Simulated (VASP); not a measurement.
# W in VASP: relaxation of cell and atoms with PBE

Aim: the relaxation of cell and atoms of W with PBE.

Everything below comes from runs of VASP 6.6.1. Logs are shortened: lines on timing, memory, paths and dates and some standing lists are left out, and cuts for length are marked.

### 1 The cell of the first run

The cell holds a disordered packing, 10 atoms: a = 5.263 Å, b = 5.261 Å, c = 6.294 Å, α = 94.09°, β = 94.07°, γ = 92.40°.

### 2 Relaxation of cell and atoms, PBE

INCAR

```
PREC = Accurate
ENCUT = 600
EDIFF = 1E-7
ISMEAR = 0
SIGMA = 0.1
LREAL = F
LASPH = T
NELM = 100
ALGO = Fast
ISIF = 3
LWAVE = F
LCHARG = F
GGA = PE
IBRION = 2
NSW = 45
EDIFFG = -0.04
ISYM = 0
```

KPOINTS

```
Automatic mesh
0
Gamma
  4 4 4
```

POSCAR

```
W
1.0
    5.2573298851     -0.1138138272     -0.2184981557
   -0.1155029179      5.2554885907     -0.2158850904
   -0.1903510723     -0.1947290296      6.2877088193
W
10
Direct
    0.0495438076      0.6681029570      0.2849273693
    0.5681908466      0.5130534345      0.1465382558
    0.6464107983      0.2650447708      0.7370927377
    0.3458821030      0.9686332524      0.0113161397
    0.2173078659      0.5006910655      0.7851041273
    0.2954921244      0.2527485830      0.3756293437
    0.0621696566      0.0193185036      0.6466642592
    0.8015408096      0.7464448484      0.8755092760
    0.8141184975      0.0977050706      0.2372429675
    0.5178017845      0.7971436887      0.5108607956
```

Potentials or basis: VASP PAW PBE potentials, release 64 (W_sv).

Command:

```bash
> cat potpaw_PBE.64/W_sv/POTCAR > POTCAR
> mpirun -np 1 vasp_std > vasp.out
```

OUTCAR:

```text
PREC = Accurate
   ENCUT = 600
   EDIFF = 1E-7
   ISMEAR = 0
   LREAL = F
   LASPH = T
   NELM = 100
   ISIF = 3
   GGA = PE
   IBRION = 2
   NSW = 45
   EDIFFG = -0.04
   ISYM = 0

 ion  position               nearest neighbor table
   1  0.050  0.668  0.285-   9 2.65   6 2.66   2 2.69  10 2.79   7 2.82   8 2.87   4 2.91   2 3.05
                             9 3.18   6 3.28  10 3.30   5 3.39   5 3.40
   2  0.568  0.513  0.147-   8 2.53   6 2.53   9 2.66  10 2.68   1 2.69   5 2.82   4 2.87   3 2.87
                             1 3.05   4 3.09   9 3.28
   3  0.646  0.265  0.737-   5 2.65   7 2.66   8 2.69  10 2.79   6 2.82   2 2.87   4 2.91   8 3.05
                             5 3.19   7 3.28  10 3.30   9 3.39   9 3.40
   4  0.346  0.969  0.011-   6 2.68   7 2.68   5 2.79   9 2.79   2 2.87   8 2.87   1 2.91   3 2.91
                             2 3.09   8 3.09   9 3.30   5 3.30  10 3.40  10 3.41
   5  0.217  0.501  0.785-   3 2.65   8 2.66   7 2.69   4 2.79   2 2.82   6 2.87  10 2.91   7 3.05
                             3 3.19   8 3.28   4 3.30   1 3.39   1 3.40
   6  0.295  0.253  0.376-   7 2.53   2 2.53   1 2.66   4 2.68   9 2.69   3 2.82  10 2.87   5 2.87
                             9 3.05  10 3.09   1 3.28
   7  0.062  0.019  0.647-   6 2.53   8 2.54   3 2.66   4 2.68   5 2.69   1 2.82  10 2.87   9 2.87
                             5 3.05  10 3.09   3 3.28
   8  0.802  0.746  0.876-   2 2.53   7 2.54   5 2.66  10 2.68   3 2.69   9 2.82   4 2.87   1 2.87
                             3 3.05   4 3.09   5 3.28
   9  0.814  0.098  0.237-   1 2.65   2 2.66   6 2.69   4 2.79   8 2.82   7 2.87  10 2.91   6 3.05
                             1 3.18   2 3.28   4 3.30   3 3.39   3 3.40
  10  0.518  0.797  0.511-   2 2.68   8 2.68   3 2.79   1 2.79   6 2.87   7 2.87   9 2.91   5 2.91
                             6 3.09   7 3.09   1 3.30   3 3.30   4 3.40   4 3.41

IMPORTANT INFORMATION: All symmetrisations will be switched off!
NOSYMM: (Re-)initialisation of all symmetry stuff for point group C_1.

----------------------------------------------------------------------------------------

                                     Primitive cell

  volume of cell :     173.1965

  direct lattice vectors                    reciprocal lattice vectors
     5.257329885 -0.113813827 -0.218498156     0.190551991  0.004430474  0.005905890
    -0.115502918  5.255488591 -0.215885090     0.004377548  0.190621422  0.006036029
    -0.190351072 -0.194729030  6.287708819     0.006771991  0.006698843  0.159452917

  length of vectors
     5.263099139  5.261188803  6.293602714     0.190694965  0.190767196  0.159737182

  position of ions in fractional coordinates (direct lattice)
     0.049543808  0.668102957  0.284927369
     0.568190847  0.513053435  0.146538256
     0.646410798  0.265044771  0.737092738
     0.345882103  0.968633252  0.011316140
     0.217307866  0.500691065  0.785104127
     0.295492124  0.252748583  0.375629344
     0.062169657  0.019318504  0.646664259
     0.801540810  0.746444848  0.875509276
     0.814118497  0.097705071  0.237242968
[... 119 lines left out ...]
 RMM-DIIS sequential band-by-band and
 Gauss-broadening in eV      SIGMA  =   0.10
  energy-cutoff  :      600.00
  volume of cell :      173.20
 maximum number of plane-waves:      5798
   NGX = 21   NGY = 21   NGZ = 25

--------------------------------------- Ionic step        1  -------------------------------------------

 number of electron     140.0000006 magnetization

 Free energy of the ion-electron system (eV)
  ---------------------------------------------------
  ext. energy  EPLUGINS =         0.00000000
  ---------------------------------------------------
  free energy    TOTEN  =      -123.25182514 eV

  energy without entropy =     -123.21440010  energy(sigma->0) =     -123.23311262

------------------------ aborting loop because EDIFF is reached ----------------------------------------

  FORCE on cell =-STRESS in cart. coord.  units (eV):
  Direction    XX          YY          ZZ          XY          YZ          ZX
  --------------------------------------------------------------------------------------
  -------------------------------------------------------------------------------------
  Total        1.2515207      1.3019665      0.3037481     -1.0366964     -0.6147093     -0.6304831
  in kB       11.5773576     12.0440132      2.8098618     -9.5900967     -5.6864494     -5.8323671
  external PRESSURE =       8.8104109 kB  Pullay stress =       0.0000000 kB
[... 113 lines left out ...]
  FREE ENERGIE OF THE ION-ELECTRON SYSTEM (eV)
  ---------------------------------------------------
  free  energy   TOTEN  =      -123.2624228671 eV

  energy  without entropy=     -123.2246294874  energy(sigma->0) =     -123.24352618

[... ionic steps 4 to 7 ...]

--------------------------------------- Ionic step        8  -------------------------------------------

 number of electron     140.0000002 magnetization

------------------------ aborting loop because EDIFF is reached ----------------------------------------
[... 83 lines left out ...]
--------------------------------------- Ionic step       10  -------------------------------------------

 number of electron     140.0000001 magnetization

 Free energy of the ion-electron system (eV)
  ---------------------------------------------------
  ext. energy  EPLUGINS =         0.00000000
  ---------------------------------------------------
  free energy    TOTEN  =      -123.27288048 eV

  energy without entropy =     -123.23588884  energy(sigma->0) =     -123.25438466

 E-fermi :   9.7936     XC(G=0): -13.0237

 val. band max:        9.7846495557   @ k =  -0.2500   0.2500   0.5000
 cond. band min:       9.8038529421   @ k =   0.2500   0.2500   0.0000
 fundamental gap:      0.0192033864
 Fermi energy:         9.7935834211

 k-point     1 :       0.0000    0.0000    0.0000
  band No.  band energies     occupation
      1     -64.1334      2.00000
      2     -64.0986      2.00000
      3     -64.0745      2.00000
      4     -64.0566      2.00000
      5     -64.0562      2.00000
      6     -64.0495      2.00000
[... 2029 lines left out ...]
     81      12.3246      0.00000
     82      12.4746      0.00000

 [... further k-points ...]

 [bands above 82 left out]

------------------------ aborting loop because EDIFF is reached ----------------------------------------

  FORCE on cell =-STRESS in cart. coord.  units (eV):
  Direction    XX          YY          ZZ          XY          YZ          ZX
  --------------------------------------------------------------------------------------
  -------------------------------------------------------------------------------------
  Total        0.0225814      0.0171438      0.0758782     -0.0161759     -0.0065864     -0.0043558
  in kB        0.2082310      0.1580885      0.6996986     -0.1491638     -0.0607350     -0.0401666
  external PRESSURE =       0.3553394 kB  Pullay stress =       0.0000000 kB
[... 25 lines left out ...]
  FREE ENERGIE OF THE ION-ELECTRON SYSTEM (eV)
  ---------------------------------------------------
  free  energy   TOTEN  =      -123.2728804810 eV

  energy  without entropy=     -123.2358888403  energy(sigma->0) =     -123.25438466

 reached required accuracy - stopping structural energy minimisation
```

OSZICAR:

```text
N       E                     dE             d eps       ncg     rms          rms(c)
DAV:   1     0.218719589766E+04    0.21872E+04   -0.86870E+04  6056   0.215E+03
DAV:   2     0.388786478558E+02   -0.21483E+04   -0.21015E+04  6048   0.688E+02
[... 124 lines left out ...]
RMM:   3    -0.123272863772E+03   -0.80982E-04   -0.10147E-03  6711   0.139E-01    0.214E-02
RMM:   4    -0.123272879613E+03   -0.15840E-04   -0.24938E-04  7764   0.545E-02    0.150E-02
RMM:   5    -0.123272880989E+03   -0.13766E-05   -0.37012E-05  7892   0.220E-02    0.810E-03
RMM:   6    -0.123272880445E+03    0.54472E-06   -0.73592E-06  6898   0.114E-02    0.282E-03
RMM:   7    -0.123272880489E+03   -0.44336E-07   -0.24115E-06  7522   0.583E-03    0.191E-03
RMM:   8    -0.123272880481E+03    0.80618E-08   -0.40302E-07  4759   0.281E-03
  10 F= -.12327288E+03 E0= -.12325438E+03  d E =-.376932E-03
```

CONTCAR:

```text
W
   1.00000000000000
     5.2806106203214522   -0.1370787134745075   -0.2364985820499298
    -0.1386883758412387    5.2810241097334734   -0.2331118155380562
    -0.2138545707584207   -0.2174523302847232    6.2543214070716884
  W
    10
Direct
     0.0488823245984141    0.6670363565770557    0.2823902595434657
     0.5685101237563467    0.5120531281039707    0.1470062836625042
     0.6477571903440715    0.2658822386501171    0.7398303491901447
     0.3484088046977759    0.9662834315983478    0.0110992905308697
     0.2159400741312290    0.4998834199780551    0.7823472143426686
     0.2951725915174935    0.2537349227984707    0.3751708147146288
     0.0610672915567418    0.0195528124999133    0.6470172242956344
     0.8026317525388084    0.7462125158851931    0.8751575809932458
     0.8148021765634326    0.0987516145030814    0.2397823332818260
     0.5152859642956819    0.7994957339057942    0.5110839212450271

  0.00000000E+00  0.00000000E+00  0.00000000E+00
  0.00000000E+00  0.00000000E+00  0.00000000E+00
  0.00000000E+00  0.00000000E+00  0.00000000E+00
  0.00000000E+00  0.00000000E+00  0.00000000E+00
  0.00000000E+00  0.00000000E+00  0.00000000E+00
  0.00000000E+00  0.00000000E+00  0.00000000E+00
  0.00000000E+00  0.00000000E+00  0.00000000E+00
  0.00000000E+00  0.00000000E+00  0.00000000E+00
  0.00000000E+00  0.00000000E+00  0.00000000E+00
  0.00000000E+00  0.00000000E+00  0.00000000E+00
```

Run time: 1.8 h. Hardware: 1 thread of Oxide Virtual Turin-like, shared host; peak memory 0.54 GiB.

Results:

* Free energy: -123.2729 eV
* Relaxed volume: 17.37 Å³/atom
* Relaxed cell: a = 5.288 Å, b = 5.288 Å, c = 6.262 Å, α = 94.46°, β = 94.47°, γ = 92.87°
* Space group after relaxing (to 0.1 Å): C2/c (No. 15)
* Energy gained by relaxing: 2.1 meV/atom
* Ionic steps: 10
* Pressure after relaxing: 0.0 GPa
* Largest force after relaxing: 0.021 eV/Å
* Band gap on the k mesh: zero (bands 70 and 71 overlap by 0.35 eV)

Forces on the atoms (eV/Å):
```
W    0.008  0.003 -0.018
W    0.010  0.018  0.003
W   -0.005 -0.010  0.015
W   -0.009  0.010  0.000
W    0.005  0.011 -0.015
W   -0.009 -0.018 -0.003
W    0.015  0.008  0.003
W   -0.015 -0.008 -0.003
W   -0.008 -0.003  0.018
W    0.009 -0.010 -0.001
```

Step by step:
```tsv
step	energy change (eV)	largest force (eV/Å)	pressure (GPa)	volume (Å³)
1	0.0000	0.1629	0.88	173.20
2	-0.0013	0.1357	-2.63	175.59
3	-0.0106	0.1141	-0.96	174.42
4	-0.0147	0.1100	0.75	173.31
5	-0.0174	0.1068	0.07	173.74
6	-0.0196	0.0611	0.03	173.76
7	-0.0206	0.0862	-0.05	173.80
8	-0.0207	0.0719	-0.03	173.80
9	-0.0209	0.0685	0.08	173.71
10	-0.0211	0.0207	0.04	173.75
```

Final structure:
```
W
1.0
     5.28061   -0.13708   -0.23650
    -0.13869    5.28102   -0.23311
    -0.21385   -0.21745    6.25432
W
10
Direct
  0.04888 0.66704 0.28239
  0.56851 0.51205 0.14701
  0.64776 0.26588 0.73983
  0.34841 0.96628 0.01110
  0.21594 0.49988 0.78235
  0.29517 0.25373 0.37517
  0.06107 0.01955 0.64702
  0.80263 0.74621 0.87516
  0.81480 0.09875 0.23978
  0.51529 0.79950 0.51108
```

Levels at points of the mesh, in eV from the Fermi level:
```csv
k point,band 68,band 69,band 70,band 71,band 72,band 73
"(0.00, 0.00, 0.00)",-0.74,-0.68,-0.27,0.13,0.18,0.22
"(0.50, 0.00, 0.00)",-0.66,-0.58,-0.04,0.42,0.49,0.84
"(0.00, 0.50, 0.00)",-0.66,-0.58,-0.04,0.42,0.49,0.84
"(0.50, 0.50, 0.00)",-0.73,-0.62,0.18,1.02,1.17,1.17
"(0.00, 0.00, 0.50)",-0.88,-0.27,-0.27,-0.10,-0.10,0.47
"(0.50, 0.00, 0.50)",-0.46,-0.06,0.22,0.54,0.66,0.88
"(0.00, 0.50, 0.50)",-0.46,-0.06,0.22,0.54,0.66,0.88
"(0.50, 0.50, 0.50)",-0.70,-0.62,-0.62,0.37,0.37,0.91
```

Caveat: spin-orbit coupling is left out, which moves the levels of the heavy elements.
